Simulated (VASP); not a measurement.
# P (P6_3/mmc) in VASP: notebook

The runs below take P through single point, with PBEsol.

All numbers are computed with VASP 6.6.1; they aren't measurements. Logs are shortened: lines on timing, memory, paths and dates and some standing lists are left out, and cuts for length are marked.

### 1 The cell of the first run

Symmetry: P6_3/mmc, No. 194, hexagonal system. Conventional cell: a = 2.640 Å, b = 2.640 Å, c = 9.707 Å, α = 90.00°, β = 90.00°, γ = 120.00°. Within 3.5 Å of P (site symmetry -3m) lie 12 P at 2.64 to 2.87 Å. P (site symmetry -6m2) has 12 P at 2.64 to 2.87 Å within 3.5 Å.

### 2 Single point, PBEsol (volume scaled by 1.04)

INCAR

```
SYSTEM = P
ALGO     = Normal         ! electronic algorithm
EDIFF    = 1E-6           ! SCF threshold, eV
ENCUT    = 520            ! plane-wave cutoff, eV
GGA      = PS             ! functional
ISIF     = 2              ! what is computed and relaxed
ISMEAR   = -1             ! smearing method
LASPH    = .TRUE.         ! aspherical terms in the spheres
LCHARG   = .TRUE.         ! write CHGCAR
LELF     = .TRUE.         ! ELF
LREAL    = .FALSE.        ! projectors in reciprocal space
LVHAR    = .TRUE.       
LWAVE    = .FALSE.        ! write WAVECAR
NBANDS   = 18             ! bands
NELM     = 80             ! most SCF steps
PREC     = Accurate       ! precision mode
SIGMA    = 0.1            ! smearing width, eV
```

KPOINTS

```
k-points
0
G
  16 16 4
  0 0 0
```

POSCAR

```
P
1.0
    2.6404629198      0.0000000000      0.0000000000
   -1.3202314599      2.2867079663      0.0000000000
    0.0000000000      0.0000000000      9.7067568391
P
4
Direct
    0.0000000000      1.0000000000      0.0000000000
    0.0000000000      0.0000000000      0.5000000000
    0.3333333333      0.6666666667      0.2500000000
    0.6666666667      0.3333333333      0.7500000000
```

Potentials or basis: VASP PAW PBE potentials, release 64 (P).

Started as:

```bash
$ cat potpaw_PBE.64/P/POTCAR > POTCAR
$ mpirun -np 1 vasp_std > vasp.out
```

OUTCAR:

```text
SYSTEM = P
   EDIFF = 1E-6
   ENCUT = 520
   GGA = PS
   ISIF = 2
   ISMEAR = -1
   LASPH = .TRUE.
   LREAL = .FALSE.
   NELM = 80
   PREC = Accurate

 ion  position               nearest neighbor table
   1  0.000  0.000  0.000-   3 2.87   4 2.87   4 2.87   3 2.87   4 2.87   3 2.87
   2  0.000  0.000  0.500-   3 2.87   4 2.87   4 2.87   3 2.87   4 2.87   3 2.87
   3  0.333  0.667  0.250-   1 2.87   2 2.87   1 2.87   2 2.87   1 2.87   2 2.87
   4  0.667  0.333  0.750-   1 2.87   2 2.87   1 2.87   2 2.87   1 2.87   2 2.87

  LATTYP: Found a hexagonal cell.
 ALAT       =     2.6404629198
 C/A-ratio  =     3.6761572247

  Lattice vectors:

 A1 = (   2.6404629198,   0.0000000000,   0.0000000000)
 A2 = (  -1.3202314599,   2.2867079663,   0.0000000000)
 A3 = (   0.0000000000,   0.0000000000,   9.7067568391)

Analysis of symmetry for initial positions (statically):
=====================================================================
 Subroutine PRICEL returns:
 Original cell was already a primitive cell.

 Routine SETGRP: Setting up the symmetry group for a
 hexagonal supercell.

 Subroutine GETGRP returns: Found 24 space group operations
 (whereof 12 operations were pure point group operations)
 out of a pool of 24 trial point group operations.

The static configuration has the point symmetry D_3d.
 The point group associated with its full space group is D_6h.

Analysis of symmetry for dynamics (positions and initial velocities):
=====================================================================
 Subroutine PRICEL returns:
 Original cell was already a primitive cell.

 Routine SETGRP: Setting up the symmetry group for a
 hexagonal supercell.

 Subroutine GETGRP returns: Found 24 space group operations
 (whereof 12 operations were pure point group operations)
 out of a pool of 24 trial point group operations.

The dynamic configuration has the point symmetry D_3d.
 The point group associated with its full space group is D_6h.

 Subroutine INISYM returns: Found 24 space group operations
 (whereof 12 operations are pure point group operations),
 and found     1 'primitive' translations

----------------------------------------------------------------------------------------

                                     Primitive cell

  volume of cell :      58.6091

  direct lattice vectors                    reciprocal lattice vectors
     2.640462920  0.000000000  0.000000000     0.378721471  0.218654943  0.000000000
    -1.320231460  2.286707966  0.000000000     0.000000000  0.437309886  0.000000000
     0.000000000  0.000000000  9.706756839     0.000000000  0.000000000  0.103021021

  length of vectors
     2.640462920  2.640462920  9.706756839     0.437309886  0.437309886  0.103021021

  position of ions in fractional coordinates (direct lattice)
     0.000000000  0.000000000  0.000000000
     0.000000000  0.000000000  0.500000000
     0.333333333  0.666666667  0.250000000
     0.666666667  0.333333333  0.750000000

  ion indices of the primitive-cell ions
   primitive index   ion index
                 1           1
                 2           2
                 3           3
                 4           4

----------------------------------------------------------------------------------------

 KPOINTS: k-points

Automatic generation of k-mesh.
 Grid dimensions read from file:
 generate k-points for:   16   16    4

 Generating k-lattice:

  Cartesian coordinates                     Fractional coordinates (reciprocal lattice)
     0.023670092  0.013665934  0.000000000     0.062500000 -0.000000000  0.000000000
     0.000000000  0.027331868  0.000000000     0.000000000  0.062500000  0.000000000
     0.000000000  0.000000000  0.025755255     0.000000000  0.000000000  0.250000000

  Length of vectors
     0.027331868  0.027331868  0.025755255

  Shift w.r.t. Gamma in fractional coordinates (k-lattice)
     0.000000000  0.000000000  0.000000000

 Subroutine IBZKPT returns following result:
 ===========================================

 Found     90 irreducible k-points:

 Following reciprocal coordinates:
            Coordinates               Weight
  0.000000  0.000000  0.000000      1.000000
  0.062500 -0.000000  0.000000      6.000000
  0.125000 -0.000000  0.000000      6.000000
  0.187500 -0.000000  0.000000      6.000000
  0.250000 -0.000000  0.000000      6.000000
  0.312500  0.000000  0.000000      6.000000
[... 16 lines left out ...]
  0.187500  0.187500  0.000000      6.000000
  0.250000  0.187500  0.000000     12.000000
 [... further k-points ...]
   k-points           NKPTS =     90   k-points in BZ     NKDIM =     90   number of bands    NBANDS=     18
   number of dos      NEDOS =    301   number of ions     NIONS =      4
   total plane-waves  NPLWV =  28800
   dimension x,y,z NGX =    20 NGY =   20 NGZ =   72
   dimension x,y,z NGXF=    40 NGYF=   40 NGZF=  144
   ions per type =               4
   NGX,Y,Z   is equivalent  to a cutoff of  12.59, 12.59, 12.33 a.u.
   NGXF,Y,Z  is equivalent  to a cutoff of  25.18, 25.18, 24.66 a.u.
 SYSTEM =  P
   PREC   = accura    normal or accurate (medium, high low for compatibility)
   ISTART =      0    job   : 0-new  1-cont  2-samecut
   ICHARG =      2    charge: 1-file 2-atom 10-const
   ISPIN  =      1    spin polarized calculation?
   LNONCOLLINEAR =      F non collinear calculations
   LSORBIT =      F    spin-orbit coupling
   LASPH  =      T    aspherical Exc in radial PAW
   ENCUT  =  520.0 eV  38.22 Ry    6.18 a.u.   4.91  4.91 18.05*2*pi/ulx,y,z
   NELM   =     80;   NELMIN=  2; NELMDL= -5     # of ELM steps
   EDIFF  = 0.1E-05   stopping-criterion for ELM
   LREAL  =      F    real-space projection
   EDIFFG = 0.1E-04   stopping-criterion for IOM
   NSW    =      0    number of steps for IOM
   IBRION =     -1    ionic relax: 0-MD 1-quasi-New 2-CG
   NFREE  =      0    steps in history (QN), initial steepest desc. (CG)
   ISIF   =      2    stress and relaxation
   ISYM   =      2    0-nonsym 1-usesym 2-fastsym
   POTIM  = 0.5000    time-step for ionic-motion
   TEBEG  =    0.0;   TEEND  =   0.0 temperature during run
   PSTRESS=    0.0 pullay stress
   NELECT =      20.0000    total number of electrons
   NUPDOWN=      -1.0000    fix difference up-down
   EMIN   =  10.00;   EMAX   =-10.00  energy-range for DOS
   EFERMI =   0.00;   METHOD = LEGACY
   ISMEAR =    -1;   SIGMA  =   0.10  broadening in eV -4-tet -1-fermi 0-gaus
   EFERMI_NEDOS =   21; number of points for ismear=-14 and -15
   IALGO  =     38    algorithm
   IMIX   =      4    mixing-type and parameters
     AMIX     =   0.40;   BMIX     =  1.00
     AMIX_MAG =   1.60;   BMIX_MAG =  1.00
  volume/ion in A,a.u.               =      14.65        98.88
  Fermi-wavevector in a.u.,A,eV,Ry     =   1.144010  2.161866 17.806748  1.308759
  Thomas-Fermi vector in A             =   2.280703
   LORBIT       =      0    0 simple, 1 ext, 2 COOP (PROOUT), +10 PAW based schemes
   GGA     = PS    functional components
   LHFCALC =     F    Hartree Fock is set to
   AEXX    =    0.0000 exact exchange contribution
   IVDW    =     0    specifies the selected vdW correction
   LEPSILON=     F    determine dielectric tensor
   LRPA    =     F    only Hartree local field effects (RPA)
 non-spin polarized calculation
  energy-cutoff  :      520.00
  volume of cell :       58.61
 maximum number of plane-waves:      1608
 NGX is ok and might be reduce to    20
   NGX =  9   NGY =  9   NGZ = 37

 number of electron      19.9999998 magnetization

 Free energy of the ion-electron system (eV)
  ---------------------------------------------------
  ext. energy  EPLUGINS =         0.00000000
  ---------------------------------------------------
  free energy    TOTEN  =       -20.35271828 eV

  energy without entropy =      -20.28327652  energy(sigma->0) =      -20.31799740

 E-fermi :   9.5655     XC(G=0): -11.5014

 val. band max:        9.5497623212   @ k =   0.3125   0.1875   0.5000
 cond. band min:       9.5863647725   @ k =   0.2500   0.2500   0.2500
 fundamental gap:      0.0366024514
 Fermi energy:         9.5654559365

 k-point     1 :       0.0000    0.0000    0.0000
  band No.  band energies     occupation
      1      -6.6887      2.00000
      2      -5.2864      2.00000
      3      -5.2675      2.00000
      4      -2.3863      2.00000
      5       1.3808      2.00000
      6       6.9425      2.00000
[... 10 lines left out ...]
     17      18.4545      0.00000
     18      21.3911      0.00000

 k-point     2 :       0.0625   -0.0000    0.0000
  band No.  band energies     occupation
      1      -6.5832      2.00000
      2      -5.1817      2.00000
      3      -5.1628      2.00000
      4      -2.2835      2.00000
      5       1.4819      2.00000
      6       7.0353      2.00000
[... 10 lines left out ...]
     17      18.7652      0.00000
     18      20.7911      0.00000

 k-point     3 :       0.1250   -0.0000    0.0000
  band No.  band energies     occupation
      1      -6.2673      2.00000
      2      -4.8680      2.00000
      3      -4.8491      2.00000
      4      -1.9758      2.00000
      5       1.7847      2.00000
      6       7.3105      2.00000
[... 10 lines left out ...]
     17      18.9989      0.00000
     18      19.5346      0.00000

 k-point     4 :       0.1875   -0.0000    0.0000
  band No.  band energies     occupation
      1      -5.7422      2.00000
      2      -4.3469      2.00000
      3      -4.3282      2.00000
      4      -1.4662      2.00000
      5       2.2869      2.00000
      6       7.7536      2.00000
[... 375 lines left out ...]
      4       1.4702      2.00000
      5       2.2629      2.00000
      6       2.5403      2.00000
[... 10 lines left out ...]
     17      15.1819      0.00000
     18      16.1160      0.00000

 k-point    23 :       0.1875    0.1875    0.0000
  band No.  band energies     occupation
      1      -3.8701      2.00000
      2      -2.4931      2.00000
      3      -2.4756      2.00000
      4       0.3255      2.00000
      5       4.0610      2.00000
      6       7.2659      2.00000
[... 10 lines left out ...]
     17      17.1912      0.00000
     18      19.2861      0.00000

 k-point    24 :       0.2500    0.1875    0.0000
  band No.  band energies     occupation
      1      -2.8460      2.00000
      2      -1.4840      2.00000
      3      -1.4687      2.00000
      4       1.2625      2.00000
      5       4.9914      2.00000
      6       5.4928      2.00000
[... 10 lines left out ...]
     17      16.1094      0.00000
     18      18.6816      0.00000

 [... further k-points ...]
[... 5 lines left out ...]
  --------------------------------------------------------------------------------------
  -------------------------------------------------------------------------------------
  Total       -1.4488263     -1.4488263     -1.2986778      0.0000000      0.0000000      0.0000000
  in kB      -39.6060915    -39.6060915    -35.5015301      0.0000000      0.0000000      0.0000000
  external PRESSURE =     -38.2379044 kB  Pullay stress =       0.0000000 kB

 VOLUME and BASIS-vectors are now :
 -----------------------------------------------------------------------------
  energy-cutoff  :      520.00
  volume of cell :       58.61
      direct lattice vectors                 reciprocal lattice vectors
     2.640462920  0.000000000  0.000000000     0.378721471  0.218654943  0.000000000
    -1.320231460  2.286707966  0.000000000     0.000000000  0.437309886  0.000000000
     0.000000000  0.000000000  9.706756839     0.000000000  0.000000000  0.103021021

 POSITION                                       TOTAL-FORCE (eV/Angst)
 -----------------------------------------------------------------------------------
      0.00000      0.00000      0.00000        -0.000000      0.000000      0.000000
      0.00000      0.00000      4.85338        -0.000000      0.000000      0.000000
     -0.00000      1.52447      2.42669        -0.000000      0.000000      0.000000
      1.32023      0.76224      7.28007         0.000000     -0.000000      0.000000
 -----------------------------------------------------------------------------------
    total drift:                                0.000000      0.000000     -0.000000

  FREE ENERGIE OF THE ION-ELECTRON SYSTEM (eV)
  ---------------------------------------------------
  free  energy   TOTEN  =       -20.3527182802 eV

  energy  without entropy=      -20.2832765153  energy(sigma->0) =      -20.31799740
```

It took 49 s on 1 thread of Intel Xeon Platinum 8488C (Sapphire Rapids), shared host; peak memory 0.21 GiB.

What came out:

* Free energy: -20.3527 eV
* Pressure: -3.8 GPa
* Band gap on the k mesh: zero (band 10 reaches 16.15 eV, above the bottom of band 11 at 6.17 eV)

Stress tensor (GPa, compression positive):
```
-3.96  0.00  0.00
 0.00 -3.96  0.00
 0.00  0.00 -3.55
```

Caveat: the PAW data sets were made with another functional, which shifts forces and pressure a little.

(Part 1 of 3 ends here.)
